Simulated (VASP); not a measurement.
Here is a VASP 6.6.1 calculation.

File INCAR:

```
SYSTEM = CdSe
ALGO     = Normal         ! electronic algorithm
EDIFF    = 1E-6           ! SCF threshold, eV
ENCUT    = 520            ! plane-wave cutoff, eV
GGA      = PE             ! functional
ISIF     = 2              ! what is computed and relaxed
ISMEAR   = 0              ! smearing method
LASPH    = .TRUE.         ! aspherical terms in the spheres
LCHARG   = .FALSE.        ! write CHGCAR
LREAL    = .FALSE.        ! projectors in reciprocal space
LWAVE    = .FALSE.        ! write WAVECAR
NBANDS   = 26             ! bands
NELM     = 80             ! most SCF steps
PREC     = Accurate       ! precision mode
SIGMA    = 0.019000000000000003 ! smearing width, eV
```

The input KPOINTS:

```
k-points
0
G
  7 7 4
  0 0 0
```

The input POSCAR:

```
CdSe
1.0
    4.3000000000      0.0000000000      0.0000000000
   -2.1500000000      3.7239092363      0.0000000000
    0.0000000000      0.0000000000      7.0200000000
Cd Se
2 2
Direct
    0.6666666667      0.3333333333      0.5000000000
    0.3333333333      0.6666666667      0.0000000000
    0.6666666667      0.3333333333      0.8850000000
    0.3333333333      0.6666666667      0.3850000000
```

Potentials or basis: VASP PAW PBE potentials, release 64 (Cd, Se).

Launch:

```sh
$ cat potpaw_PBE.64/Cd/POTCAR potpaw_PBE.64/Se/POTCAR > POTCAR
$ mpirun -np 1 vasp_std > vasp.out
```

**Question.** Predict the band gap on the k mesh.

**Answer.** 0.70 eV, direct.

**Question.** Estimate the largest force.

**Answer.** 0.291 eV/Å.

**Question.** Estimate the pressure.

**Answer.** 3.3 GPa.

Stress tensor (GPa, compression positive):
```
4.03 0.00 0.00
0.00 4.03 0.00
0.00 0.00 1.93
```

A hybrid or GW would open this gap; PBE tends to underestimate it.
